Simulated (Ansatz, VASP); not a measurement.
## AlB3As4 in VASP and in Ansatz

INCAR

```
SYSTEM = AlB3As4
ALGO = Normal
EDIFF = 1E-7
ENCUT = 520
GGA = PE
ISIF = 2
ISMEAR = 0
LASPH = .TRUE.
LCHARG = .FALSE.
LREAL = .FALSE.
LWAVE = .FALSE.
NBANDS = 26
NELM = 100
PREC = Accurate
SIGMA = 0.1
```

The input KPOINTS:

```
k-points
0
G
  6 6 2
  0 0 0
```

File POSCAR:

```
AlB3As4
1.0
    3.6207177200      0.0000000000      0.0000000000
    0.0000000000      3.6207177200      0.0000000000
    0.0000000000      0.0000000000     10.2409362200
Al B As
1 3 4
Direct
    0.5000000000      0.5000000000      0.5000000000
    0.0000000000      0.0000000000      0.7500000000
    0.5000000000      0.5000000000      0.0000000000
    0.0000000000      0.0000000000      0.2500000000
    0.5000000000      0.0000000000      0.8750000000
    0.0000000000      0.5000000000      0.1250000000
    0.5000000000      0.0000000000      0.3750000000
    0.0000000000      0.5000000000      0.6250000000
```

Input for Ansatz:

```yaml
crystal:
  lattice:
    - [3.62071772, 0.0, 0.0]
    - [0.0, 3.62071772, 0.0]
    - [0.0, 0.0, 10.24093622]
  atoms:
    - { symbol: Al, position: [0.5, 0.5, 0.5] }
    - { symbol: B, position: [0.0, 0.0, 0.75] }
    - { symbol: B, position: [0.5, 0.5, 0.0] }
    - { symbol: B, position: [0.0, 0.0, 0.25] }
    - { symbol: As, position: [0.5, 0.0, 0.875] }
    - { symbol: As, position: [0.0, 0.5, 0.125] }
    - { symbol: As, position: [0.5, 0.0, 0.375] }
    - { symbol: As, position: [0.0, 0.5, 0.625] }
basis:
  ecutwfc: 420
kpoints:
  mp_grid: { grid: [6, 6, 2] }
hamiltonian:
  xc: pbe
scf:
  occupations: { method: gaussian, width: 0.1 }
  lower_state_search: "off"
output:
  forces: true
  stress: true
  eigenvalues: true
```

Alike in both runs: task single point; functional PBE; k mesh 6 × 6 × 2; occupations gaussian, width 0.1 eV; no spin polarisation.

```csv
,VASP,Ansatz
version,VASP 6.6.1,Ansatz 0.2.0
potentials or method,"VASP PAW PBE potentials, release 64 (Al, B, As), cutoff 520 eV","scalar-relativistic, plane waves, PAW"
valence electrons in the cell,32,72
```

Ansatz gave:

| Item | Value |
| --- | --- |
| gap on the k mesh at the Fermi level (eV) | 1.01 |
| least direct gap on the mesh (eV) | 1.35 |
| pressure (GPa) | -0.4 |
| traceless stress, the component that is largest in VASP (GPa) | -0.72 |
| rms of the force components (eV/Å) | 1.266 |

Q: What did VASP give for the same quantities?

A: gap on the k mesh at the Fermi level (eV): 1.00; least direct gap on the mesh (eV): 1.35; pressure (GPa): -0.1; traceless stress, the component that is largest in VASP (GPa): -0.73; rms of the force components (eV/Å): 1.273.

Atom by atom the forces differ by 0.007 eV/Å (rms over components). With one functional, cell and mesh, what is left measures potentials, basis and numerics. VASP's potentials hold 32 valence electrons a cell and Ansatz's 72, so a difference there can come from the potentials and not from the codes.
